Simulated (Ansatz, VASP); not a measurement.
# CdBr: VASP beside Ansatz

Contents of INCAR:

```
SYSTEM = CdBr
  PREC = Accurate
  ENCUT = 520
  EDIFF = 1E-7
  ISMEAR = -1
  SIGMA = 0.05
  LREAL = .FALSE.
  LASPH = .TRUE.
  NELM = 60
  ALGO = Normal
  ISIF = 2
  LWAVE = .FALSE.
  LCHARG = .FALSE.
  GGA = PE
  NBANDS = 16
```

KPOINTS

```
regular mesh
0
G
  8 8 8
  0 0 0
```

Contents of POSCAR:

```
CdBr
1.0
    0.0000000000      3.1326492897      3.1326492897
    3.1326492897      0.0000000000      3.1326492897
    3.1326492897      3.1326492897      0.0000000000
Cd Br
1 1
Direct
    0.0000000000      0.0000000000      0.0000000000
    0.5000000000      0.5000000000      0.5000000000
```

input.yaml

```yaml
crystal:
  lattice:
    - [0.0, 3.1326492897, 3.1326492897]
    - [3.1326492897, 0.0, 3.1326492897]
    - [3.1326492897, 3.1326492897, 0.0]
  atoms:
    - { symbol: Cd, position: [0.0, 0.0, 0.0] }
    - { symbol: Br, position: [0.5, 0.5, 0.5] }
kpoints:
  mp_grid: { grid: [8, 8, 8] }
scf:
  occupations: { method: fermi_dirac, width: 0.05 }
hamiltonian:
  xc: pbe
  pseudopotentials: { kind: all_electron, lapw: { basis_error: 0.0005 } }
output:
  forces: true
  stress: true
  eigenvalues: true
```

Change from the starting cell: volume scaled by 1.06.

Alike in both runs: task single point; functional PBE; k mesh 8 × 8 × 8; occupations fermi-dirac, width 0.05 eV; no spin polarisation.

|  | VASP | Ansatz |
| --- | --- | --- |
| version | VASP 6.6.1 | Ansatz 0.2.0 |
| potentials or method | VASP PAW PBE potentials, release 64 (Cd, Br), cutoff 520 eV | all-electron LAPW, scalar-relativistic |

|  | VASP | Ansatz | Ansatz less VASP |
| --- | --- | --- | --- |
| gap on the k mesh at the Fermi level (eV) | none | none | - |
| pressure (GPa) | -0.4 | -0.5 | -0.07 |

A gap of «none» marks a metal or a gap that the smearing closes. Ansatz ran all-electron here, and VASP with PAW potentials.
